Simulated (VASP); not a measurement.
# Sb (Fd-3m) in VASP: relaxation of cell and atoms with r2SCAN

Aim: the relaxation of cell and atoms of Sb with r2SCAN.

Everything below comes from runs of VASP 6.6.1. Logs are shortened: lines on timing, memory, paths and dates and some standing lists are left out, and cuts for length are marked.

### 1 The cell of the first run

Symmetry: Fd-3m, No. 227, cubic system. Conventional cell: a = 6.867 Å, b = 6.867 Å, c = 6.867 Å, α = 90.00°, β = 90.00°, γ = 90.00°. Within 3.9 Å of Sb (site symmetry -43m) lie 4 Sb at 2.97 Å.

This isn't the form of Sb at room conditions, which is rhombohedral.

### 2 Relaxation of cell and atoms, r2SCAN

The input, POSCAR:

```
Sb
1.0
    0.0000000000      3.4336034751      3.4336034751
    3.4336034751      0.0000000000      3.4336034751
    3.4336034751      3.4336034751      0.0000000000
Sb
2
Direct
    0.0000000000      0.0000000000      0.0000000000
    0.2500000000      0.2500000000      0.2500000000
```

The input, INCAR.step1:

```
PREC = Accurate ; ENCUT = 550
ISMEAR = 0 ; SIGMA = 0.1
LREAL = False ; LASPH = True
NELM = 120 ; GGA = PE
ALGO = Normal ; EDIFF = 1E-5
LWAVE = True ; LCHARG = False
GGA_COMPAT = False ; IBRION = 2
ISIF = 3 ; EDIFFG = -0.005
NELMIN = 4 ; NSW = 100
```

The input, INCAR.step2:

```
PREC = Accurate ; ENCUT = 550
EDIFF = 1E-7 ; ISMEAR = 0
SIGMA = 0.1 ; LREAL = False
LASPH = True ; NELM = 120
ALGO = Normal ; ISIF = 3
LWAVE = False ; LCHARG = False
METAGGA = R2SCAN ; LMIXTAU = True
IBRION = 2 ; NSW = 100
EDIFFG = -0.01 ; ISTART = 1
GGA_COMPAT = False ; NELMIN = 4
```

The input, KPOINTS:

```
Automatic mesh
0
Gamma
  14 14 14
```

Potentials or basis: VASP PAW PBE potentials, release 64 (Sb).

Started as:

```sh
$ cat potpaw_PBE.64/Sb/POTCAR > POTCAR
$ cp INCAR.step1 INCAR
$ mpirun -np 1 vasp_std > vasp.out
$ cp INCAR.step2 INCAR
$ mpirun -np 1 vasp_std > vasp.out
```

OUTCAR:

```text
PREC = Accurate
   ENCUT = 550
   EDIFF = 1E-7
   ISMEAR = 0
   LREAL = False
   LASPH = True
   NELM = 120
   ISIF = 3
   METAGGA = R2SCAN
   IBRION = 2
   NSW = 100
   EDIFFG = -0.01
   ISTART = 1
   NELMIN = 4

 ion  position               nearest neighbor table
   1  0.000  0.000  0.000-   2 2.97   2 2.97   2 2.97   2 2.97
   2  0.250  0.250  0.250-   1 2.97   1 2.97   1 2.97   1 2.97

  LATTYP: Found a face centered cubic cell.
 ALAT       =     6.8672069502

  Lattice vectors:

 A1 = (   0.0000000000,   3.4336034751,   3.4336034751)
 A2 = (   3.4336034751,   0.0000000000,   3.4336034751)
 A3 = (   3.4336034751,   3.4336034751,   0.0000000000)

Analysis of symmetry for initial positions (statically):
=====================================================================
 Subroutine PRICEL returns:
 Original cell was already a primitive cell.

 Routine SETGRP: Setting up the symmetry group for a
 face centered cubic supercell.

 Subroutine GETGRP returns: Found 48 space group operations
 (whereof 24 operations were pure point group operations)
 out of a pool of 48 trial point group operations.

The static configuration has the point symmetry T_d .
 The point group associated with its full space group is O_h .

Analysis of symmetry for dynamics (positions and initial velocities):
=====================================================================
 Subroutine PRICEL returns:
 Original cell was already a primitive cell.

 Routine SETGRP: Setting up the symmetry group for a
 face centered cubic supercell.

 Subroutine GETGRP returns: Found 48 space group operations
 (whereof 24 operations were pure point group operations)
 out of a pool of 48 trial point group operations.

The dynamic configuration has the point symmetry T_d .
 The point group associated with its full space group is O_h .

 Subroutine INISYM returns: Found 48 space group operations
 (whereof 24 operations are pure point group operations),
 and found     1 'primitive' translations

----------------------------------------------------------------------------------------

                                     Primitive cell

  volume of cell :      80.9618

  direct lattice vectors                    reciprocal lattice vectors
     0.000000000  3.433603475  3.433603475    -0.145619610  0.145619610  0.145619610
     3.433603475  0.000000000  3.433603475     0.145619610 -0.145619610  0.145619610
     3.433603475  3.433603475  0.000000000     0.145619610  0.145619610 -0.145619610

  length of vectors
     4.855848602  4.855848602  4.855848602     0.252220564  0.252220564  0.252220564

  position of ions in fractional coordinates (direct lattice)
     0.000000000  0.000000000  0.000000000
     0.250000000  0.250000000  0.250000000

  ion indices of the primitive-cell ions
   primitive index   ion index
                 1           1
                 2           2

----------------------------------------------------------------------------------------

 KPOINTS: Automatic mesh

Automatic generation of k-mesh.
 Grid dimensions read from file:
 generate k-points for:   14   14   14

 Generating k-lattice:

  Cartesian coordinates                     Fractional coordinates (reciprocal lattice)
    -0.010401401  0.010401401  0.010401401     0.071428571  0.000000000  0.000000000
     0.010401401 -0.010401401  0.010401401     0.000000000  0.071428571  0.000000000
     0.010401401  0.010401401 -0.010401401     0.000000000  0.000000000  0.071428571

  Length of vectors
     0.018015755  0.018015755  0.018015755

  Shift w.r.t. Gamma in fractional coordinates (k-lattice)
     0.000000000  0.000000000  0.000000000

 Subroutine IBZKPT returns following result:
 ===========================================

 Found    104 irreducible k-points:

 Following reciprocal coordinates:
            Coordinates               Weight
  0.000000  0.000000  0.000000      1.000000
  0.071429  0.000000  0.000000      8.000000
  0.142857  0.000000  0.000000      8.000000
  0.214286  0.000000  0.000000      8.000000
  0.285714  0.000000  0.000000      8.000000
  0.357143  0.000000  0.000000      8.000000
[... 16 lines left out ...]
  0.214286  0.142857  0.000000     24.000000
  0.285714  0.142857  0.000000     24.000000
 [... further k-points ...]
   k-points           NKPTS =    104   k-points in BZ     NKDIM =    104   number of bands    NBANDS=      9
   number of dos      NEDOS =    301   number of ions     NIONS =      2
   total plane-waves  NPLWV =  64000
   dimension x,y,z NGX =    40 NGY =   40 NGZ =   40
   dimension x,y,z NGXF=    80 NGYF=   80 NGZF=   80
   ions per type =               2
   NGX,Y,Z   is equivalent  to a cutoff of  13.69, 13.69, 13.69 a.u.
   NGXF,Y,Z  is equivalent  to a cutoff of  27.39, 27.39, 27.39 a.u.
 SYSTEM =  unknown system
   PREC   = accura    normal or accurate (medium, high low for compatibility)
   ISTART =      1    job   : 0-new  1-cont  2-samecut
   ICHARG =      0    charge: 1-file 2-atom 10-const
   ISPIN  =      1    spin polarized calculation?
   LNONCOLLINEAR =      F non collinear calculations
   LSORBIT =      F    spin-orbit coupling
   LASPH  =      T    aspherical Exc in radial PAW
   ENCUT  =  550.0 eV  40.42 Ry    6.36 a.u.   9.29  9.29  9.29*2*pi/ulx,y,z
   NELM   =    120;   NELMIN=  4; NELMDL=  0     # of ELM steps
   EDIFF  = 0.1E-06   stopping-criterion for ELM
   LREAL  =      F    real-space projection
   EDIFFG = -.1E-01   stopping-criterion for IOM
   NSW    =    100    number of steps for IOM
   IBRION =      2    ionic relax: 0-MD 1-quasi-New 2-CG
   NFREE  =      1    steps in history (QN), initial steepest desc. (CG)
   ISIF   =      3    stress and relaxation
   ISYM   =      2    0-nonsym 1-usesym 2-fastsym
   POTIM  = 0.5000    time-step for ionic-motion
   TEBEG  =    0.0;   TEEND  =   0.0 temperature during run
   PSTRESS=    0.0 pullay stress
   NELECT =      10.0000    total number of electrons
   NUPDOWN=      -1.0000    fix difference up-down
   EMIN   =  10.00;   EMAX   =-10.00  energy-range for DOS
   EFERMI =   0.00;   METHOD = LEGACY
   ISMEAR =     0;   SIGMA  =   0.10  broadening in eV -4-tet -1-fermi 0-gaus
   EFERMI_NEDOS =   21; number of points for ismear=-14 and -15
   IALGO  =     38    algorithm
   IMIX   =      4    mixing-type and parameters
     AMIX     =   0.40;   BMIX     =  1.00
     AMIX_MAG =   1.60;   BMIX_MAG =  1.00
  volume/ion in A,a.u.               =      40.48       273.18
  Fermi-wavevector in a.u.,A,eV,Ry     =   0.815295  1.540684  9.043870  0.664706
  Thomas-Fermi vector in A             =   1.925357
   LORBIT       =      0    0 simple, 1 ext, 2 COOP (PROOUT), +10 PAW based schemes
   METAGGA = R2SCAN    functional components
   LHFCALC =     F    Hartree Fock is set to
   AEXX    =    0.0000 exact exchange contribution
   IVDW    =     0    specifies the selected vdW correction
   LEPSILON=     F    determine dielectric tensor
   LRPA    =     F    only Hartree local field effects (RPA)
 conjugate gradient relaxation of ions
 non-spin polarized calculation
 Gauss-broadening in eV      SIGMA  =   0.10
  energy-cutoff  :      550.00
  volume of cell :       80.96
 maximum number of plane-waves:      2421
 NGX is ok and might be reduce to    40
   NGX = 19   NGY = 19   NGZ = 19

--------------------------------------- Ionic step        1  -------------------------------------------

 number of electron      10.0000000 magnetization

 Free energy of the ion-electron system (eV)
  ---------------------------------------------------
  ext. energy  EPLUGINS =         0.00000000
  ---------------------------------------------------
  free energy    TOTEN  =       -50.63241585 eV

  energy without entropy =      -50.62735597  energy(sigma->0) =      -50.62988591

------------------------ aborting loop because EDIFF is reached ----------------------------------------

  FORCE on cell =-STRESS in cart. coord.  units (eV):
  Direction    XX          YY          ZZ          XY          YZ          ZX
  --------------------------------------------------------------------------------------
  -------------------------------------------------------------------------------------
  Total        0.6129199      0.6129199      0.6129199      0.0000000      0.0000000      0.0000000
  in kB       12.1292481     12.1292481     12.1292481      0.0000000      0.0000000      0.0000000
  external PRESSURE =      12.1292481 kB  Pullay stress =       0.0000000 kB
[... 57 lines left out ...]
  energy  without entropy=      -50.6374720324  energy(sigma->0) =      -50.63945431

--------------------------------------- Ionic step        3  -------------------------------------------

 number of electron       9.9999999 magnetization

 Free energy of the ion-electron system (eV)
  ---------------------------------------------------
  ext. energy  EPLUGINS =         0.00000000
  ---------------------------------------------------
  free energy    TOTEN  =       -50.64248324 eV

  energy without entropy =      -50.63826384  energy(sigma->0) =      -50.64037354

 E-fermi :   4.0153     XC(G=0):  -8.3683

 val. band max:        3.9973401191   @ k =  -0.4286   0.3571   0.1429
 cond. band min:       4.0788417462   @ k =   0.2857   0.2143   0.0714
 fundamental gap:      0.0815016272
 Fermi energy:         4.0153409432

 k-point     1 :       0.0000    0.0000    0.0000
  band No.  band energies     occupation
      1      -8.1508      2.00000
      2      -1.3568      2.00000
      3       2.0021      2.00000
      4       2.0021      2.00000
      5       2.0021      2.00000
      6       4.4679      0.00000
      7       4.4679      0.00000
      8       4.4679      0.00000
      9       8.2421      0.00000
[... 265 lines left out ...]
 k-point    24 :       0.2857    0.1429    0.0000
  band No.  band energies     occupation
      1      -7.6125      2.00000
      2      -3.1585      2.00000
      3       0.9878      2.00000
      4       1.1209      2.00000
      5       3.0043      2.00000
      6       4.3414      0.00000
      7       5.8890      0.00000
      8       6.1297      0.00000
      9       9.0644      0.00000

 [... further k-points ...]

------------------------ aborting loop because EDIFF is reached ----------------------------------------

  FORCE on cell =-STRESS in cart. coord.  units (eV):
  Direction    XX          YY          ZZ          XY          YZ          ZX
  --------------------------------------------------------------------------------------
  -------------------------------------------------------------------------------------
  Total        0.0024755      0.0024755      0.0024755      0.0000000     -0.0000000      0.0000000
  in kB        0.0473914      0.0473914      0.0473914      0.0000000     -0.0000000      0.0000000
  external PRESSURE =       0.0473914 kB  Pullay stress =       0.0000000 kB
[... 17 lines left out ...]
  FREE ENERGIE OF THE ION-ELECTRON SYSTEM (eV)
  ---------------------------------------------------
  free  energy   TOTEN  =       -50.6424832405 eV

  energy  without entropy=      -50.6382638415  energy(sigma->0) =      -50.64037354

 reached required accuracy - stopping structural energy minimisation
```

It took 13 min on 1 thread of Intel Xeon Platinum 8259CL at 2.50GHz (Skylake/Cascade Lake), shared host; peak memory 0.3 GiB.

What came out:

```
Free energy                           : -50.6425 eV
Relaxed volume                        : 41.85 Å³/atom
Relaxed cell                          : a = 4.910 Å, b = 4.910 Å, c = 4.910 Å, α = 60.00°, β = 60.00°, γ = 60.00°
Space group after relaxing (to 0.1 Å) : Fd-3m (No. 227)
Energy gained by relaxing             : 5.0 meV/atom
Ionic steps                           : 3
Pressure after relaxing               : 0.0 GPa
Band gap on the k mesh                : zero (bands 5 and 6 overlap by 1.23 eV)
```

The path:
```tsv
step	energy change (eV)	largest force (eV/Å)	pressure (GPa)	volume (Å³)
1	0.0000	0.0000	1.21	80.96
2	-0.0090	0.0000	-0.36	84.61
3	-0.0101	0.0000	0.00	83.69
```

Final structure:
```cif
data_structure
_symmetry_space_group_name_H-M 'P 1'
_symmetry_Int_Tables_number 1
_cell_length_a 4.9098
_cell_length_b 4.9098
_cell_length_c 4.9098
_cell_angle_alpha 60.000
_cell_angle_beta 60.000
_cell_angle_gamma 60.000
_cell_volume 83.69
loop_
_atom_site_label
_atom_site_type_symbol
_atom_site_fract_x
_atom_site_fract_y
_atom_site_fract_z
_atom_site_occupancy
Sb1 Sb 0.00000 0.00000 0.00000 1
Sb2 Sb 0.25000 0.25000 0.25000 1
```

Levels at points of the mesh, in eV from the Fermi level:
```tsv
k point	band 1	band 2	band 3	band 4	band 5	band 6	band 7	band 8	band 9
(0.00, 0.00, 0.00)	-12.17	-5.37	-2.01	-2.01	-2.01	0.45	0.45	0.45	4.23
(0.50, 0.00, 0.00)	-11.02	-8.46	-2.84	-2.84	-2.33	1.58	1.58	4.23	5.94
(0.50, 0.50, 0.00)	-9.82	-9.82	-3.74	-3.74	-0.50	-0.50	4.40	4.40	6.50
```

Caveat: the PAW data sets were made with another functional, which shifts forces and pressure a little; spin-orbit coupling is left out, which moves the levels of the heavy elements.

The gap in the log of VASP goes by the Fermi energy; the results here count the filled bands.